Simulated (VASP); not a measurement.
# CdS in VASP: single point with PBE+D3(BJ)

Aim: the single point of CdS with PBE+D3(BJ).

Everything below comes from runs of VASP 6.6.1. Logs are shortened: lines on timing, memory, paths and dates and some standing lists are left out, and cuts for length are marked.

## 1. The cell of the first run

The cell holds a slab with vacuum, 16 atoms: a = 8.275 Å, b = 5.851 Å, c = 22.206 Å, α = 90.00°, β = 90.00°, γ = 90.00°.

## 2. Single point, PBE+D3(BJ)

INCAR

```
SYSTEM = CdS
ALGO = Normal ; DIPOL = 0.5 0.5 0.499
EDIFF = 1E-7 ; ENCUT = 520
GGA = PE ; IDIPOL = 3
ISIF = 2 ; ISMEAR = 0
IVDW = 12 ; LASPH = .TRUE.
LCHARG = .FALSE. ; LDIPOL = .TRUE.
LREAL = Auto ; LWAVE = .FALSE.
NBANDS = 86 ; NELM = 80
PREC = Accurate ; SIGMA = 0.05
```

KPOINTS

```
k-points
0
G
  2 3 1
  0 0 0
```

POSCAR

```
CdS
1.0
    8.2750818194      0.0000000000      0.0000000000
    0.0000000000      5.8513664694      0.0000000000
    0.0000000000      0.0000000000     22.2063113646
Cd S
8 8
Direct
    0.2500000000      0.5000000000      0.3602579406
    0.7500000000      0.5000000000      0.3602579406
    0.5000000000      0.0000000000      0.4534193135
    0.0000000000      0.0000000000      0.4534193135
    0.7500000000      0.5047844487      0.5505435467
    0.2500000000      0.5047844487      0.5505435467
    0.0000000000     -0.0634759611      0.6212771964
    0.5000000000     -0.0634759611      0.6212771964
    0.5000000000      0.2500000000      0.3602579406
    0.0000000000      0.2500000000      0.3602579406
    0.7500000000      0.7500000000      0.4534193135
    0.2500000000      0.7500000000      0.4534193135
    0.0000000000      0.2535579362      0.5469326116
    0.5000000000      0.2535579362      0.5469326116
    0.2500000000      0.7294469432      0.6477419090
    0.7500000000      0.7294469432      0.6477419090
```

Potentials or basis: VASP PAW PBE potentials, release 64 (Cd, S).

Launch:

```console
$ cat potpaw_PBE.64/Cd/POTCAR potpaw_PBE.64/S/POTCAR > POTCAR
$ mpirun -np 1 vasp_std > vasp.out
```

OUTCAR:

```text
SYSTEM = CdS
   EDIFF = 1E-7
   ENCUT = 520
   GGA = PE
   ISIF = 2
   ISMEAR = 0
   IVDW = 12
   LASPH = .TRUE.
   LREAL = Auto
   NELM = 80
   PREC = Accurate
 IVDW          = 12

 ion  position               nearest neighbor table
   1  0.250  0.500  0.360-  12 2.53  10 2.53   9 2.53
   2  0.750  0.500  0.360-  11 2.53  10 2.53   9 2.53
   3  0.500  0.000  0.453-   9 2.53  11 2.53  12 2.53  14 2.55   8 3.75
   4  0.000  0.000  0.453-  10 2.53  11 2.53  12 2.53  13 2.55   7 3.75
   5  0.750  0.505  0.551-  16 2.53  14 2.54  13 2.54  11 2.59   7 3.62   8 3.62
   6  0.250  0.505  0.551-  15 2.53  14 2.54  13 2.54  12 2.59   7 3.62   8 3.62
   7  0.000  0.937  0.621-  15 2.47  16 2.47  13 2.48   6 3.62   5 3.62   4 3.75
   8  0.500  0.937  0.621-  15 2.47  16 2.47  14 2.48   6 3.62   5 3.62   3 3.75
   9  0.500  0.250  0.360-   3 2.53   2 2.53   1 2.53
  10  0.000  0.250  0.360-   4 2.53   2 2.53   1 2.53
  11  0.750  0.750  0.453-   2 2.53   3 2.53   4 2.53   5 2.59
  12  0.250  0.750  0.453-   1 2.53   3 2.53   4 2.53   6 2.59
  13  0.000  0.254  0.547-   7 2.48   6 2.54   5 2.54   4 2.55
  14  0.500  0.254  0.547-   8 2.48   6 2.54   5 2.54   3 2.55
  15  0.250  0.729  0.648-   7 2.47   8 2.47   6 2.53
  16  0.750  0.729  0.648-   7 2.47   8 2.47   5 2.53
[... 8 lines left out ...]
 A1 = (   0.0000000000,  -5.8513664694,   0.0000000000)
 A2 = (   8.2750818194,   0.0000000000,   0.0000000000)
 A3 = (   0.0000000000,   0.0000000000,  22.2063113646)

Analysis of symmetry for initial positions (statically):
=====================================================================
 Subroutine PRICEL returns following result:

  LATTYP: Found a simple orthorhombic cell.
 ALAT       =     4.1375409097
 B/A-ratio  =     1.4142135624
 C/A-ratio  =     5.3670312510

  Lattice vectors:

 A1 = (   4.1375409097,   0.0000000000,   0.0000000000)
 A2 = (   0.0000000000,   5.8513664694,   0.0000000000)
 A3 = (   0.0000000000,   0.0000000000,  22.2063113646)

   2 primitive cells build up your supercell.

 Routine SETGRP: Setting up the symmetry group for a
 simple orthorhombic supercell.

 Subroutine GETGRP returns: Found  2 space group operations
 (whereof  2 operations were pure point group operations)
 out of a pool of  8 trial point group operations.

The static configuration has the point symmetry C_1h.

Analysis of symmetry for dynamics (positions and initial velocities):
=====================================================================
 Subroutine PRICEL returns following result:

  LATTYP: Found a simple orthorhombic cell.
 ALAT       =     4.1375409097
 B/A-ratio  =     1.4142135624
[... 123 lines left out ...]
   ISMEAR =     0;   SIGMA  =   0.05  broadening in eV -4-tet -1-fermi 0-gaus
   EFERMI_NEDOS =   21; number of points for ismear=-14 and -15
   IALGO  =     38    algorithm
   IMIX   =      4    mixing-type and parameters
     AMIX     =   0.40;   BMIX     =  1.00
     AMIX_MAG =   1.60;   BMIX_MAG =  1.00
  volume/ion in A,a.u.               =      67.20       453.51
  Fermi-wavevector in a.u.,A,eV,Ry     =   0.837581  1.582799  9.545065  0.701542
  Thomas-Fermi vector in A             =   1.951495
   LORBIT       =      0    0 simple, 1 ext, 2 COOP (PROOUT), +10 PAW based schemes
   GGA     = PE    functional components
   LHFCALC =     F    Hartree Fock is set to
   AEXX    =    0.0000 exact exchange contribution
   IVDW    =    12    specifies the selected vdW correction
   LEPSILON=     F    determine dielectric tensor
   LRPA    =     F    only Hartree local field effects (RPA)
 non-spin polarized calculation
 Gauss-broadening in eV      SIGMA  =   0.05
  energy-cutoff  :      520.00
  volume of cell :     1075.24
 maximum number of plane-waves:     28972
 NGX is ok and might be reduce to    64
   NGX = 31   NGY = 21   NGZ = 83

 dipolmoment           0.000000      0.000000     -0.000003 electrons x Angstroem

 number of electron     144.0000010 magnetization

 dipolmoment           0.000000      0.000000      0.167572 electrons x Angstroem

 Free energy of the ion-electron system (eV)
  ---------------------------------------------------
  ext. energy  EPLUGINS =         0.00000000
  ---------------------------------------------------
  free energy    TOTEN  =       -46.19313130 eV

  energy without entropy =      -46.19313130  energy(sigma->0) =      -46.19313130

 E-fermi :  -2.8206     XC(G=0):  -3.9692

 val. band max:       -3.0431370332   @ k =   0.0000   0.0000   0.0000
 cond. band min:      -1.7152848484   @ k =   0.0000   0.0000   0.0000
 fundamental gap:      1.3278521848
 Fermi energy:        -2.8206195510

 k-point     1 :       0.0000    0.0000    0.0000
  band No.  band energies     occupation
      1     -15.2528      2.00000
      2     -14.9635      2.00000
      3     -14.9616      2.00000
      4     -14.9096      2.00000
      5     -14.5726      2.00000
      6     -14.4576      2.00000
[... 337 lines left out ...]
     83       2.4294      0.00000
     84       2.4294      0.00000
 [bands above 84 left out]

------------------------ aborting loop because EDIFF is reached ----------------------------------------

 vacuum level on the upper side and lower side of the slab       (xc-potential included)         0.236        -0.372

 Edisp (eV)   -3.56876

 E8    (eV) :    -1.5099

  FORCE on cell =-STRESS in cart. coord.  units (eV):
  Direction    XX          YY          ZZ          XY          YZ          ZX
  --------------------------------------------------------------------------------------
  -------------------------------------------------------------------------------------
  Total      -0.79577    -2.11846     0.03491     0.00000     1.58281     0.00000
  in kB      -1.18574    -3.15663     0.05201     0.00000     2.35849     0.00000
  external pressure =       -1.43 kB  Pullay stress =        0.00 kB

 VOLUME and BASIS-vectors are now :
 -----------------------------------------------------------------------------
  energy-cutoff  :      520.00
  volume of cell :     1075.24
      direct lattice vectors                 reciprocal lattice vectors
     8.275081819  0.000000000  0.000000000     0.120844727  0.000000000  0.000000000
     0.000000000  5.851366469  0.000000000     0.000000000  0.170900251  0.000000000
     0.000000000  0.000000000 22.206311365     0.000000000  0.000000000  0.045032243

 POSITION                                       TOTAL-FORCE (eV/Angst)
 -----------------------------------------------------------------------------------
      2.06877      2.92568      8.00000         0.000000     -0.863038      0.779451
      6.20631      2.92568      8.00000         0.000000     -0.863038      0.779451
      4.13754      0.00000     10.06877         0.000000      0.280918     -0.118421
      0.00000      0.00000     10.06877         0.000000      0.280918     -0.118421
      6.20631      2.95368     12.22554        -0.000000     -0.003396      0.001287
      2.06877      2.95368     12.22554        -0.000000     -0.003396      0.001287
[... 8 lines left out ...]
      2.06877      4.26826     14.38396         0.000000     -0.008839      0.045405
      6.20631      4.26826     14.38396         0.000000     -0.008839      0.045405
 -----------------------------------------------------------------------------------
    total drift:                                0.000000     -0.008266      0.000040

  FREE ENERGIE OF THE ION-ELECTRON SYSTEM (eV)
  ---------------------------------------------------
  free  energy   TOTEN  =       -49.7618877530 eV

  energy  without entropy=      -49.7618877530  energy(sigma->0) =      -49.76188775

 vacuum level on the upper side and lower side of the slab         2.799         2.175
```

It took 17 min on 1 thread of Oxide Virtual Turin-like, shared host; peak memory 1 GiB.

What came out:

```yaml
Free_energy: -49.7619 eV
Largest_force: 1.163 eV/Å
Band_gap_on_the_k_mesh: 1.33 eV
Dispersion_energy_per_atom: -0.223 eV
```

Forces on the atoms (eV/Å):
```
Cd   0.000 -0.863  0.779
Cd   0.000 -0.863  0.779
Cd   0.000  0.281 -0.118
Cd   0.000  0.281 -0.118
Cd   0.000 -0.003  0.001
Cd   0.000 -0.003  0.001
Cd   0.000 -0.005  0.017
Cd   0.000 -0.005  0.017
S    0.000  0.462 -0.698
S    0.000  0.462 -0.698
S    0.000  0.127 -0.016
S    0.000  0.127 -0.016
S    0.000  0.011 -0.011
S    0.000  0.011 -0.011
S    0.000 -0.009  0.045
S    0.000 -0.009  0.045
```
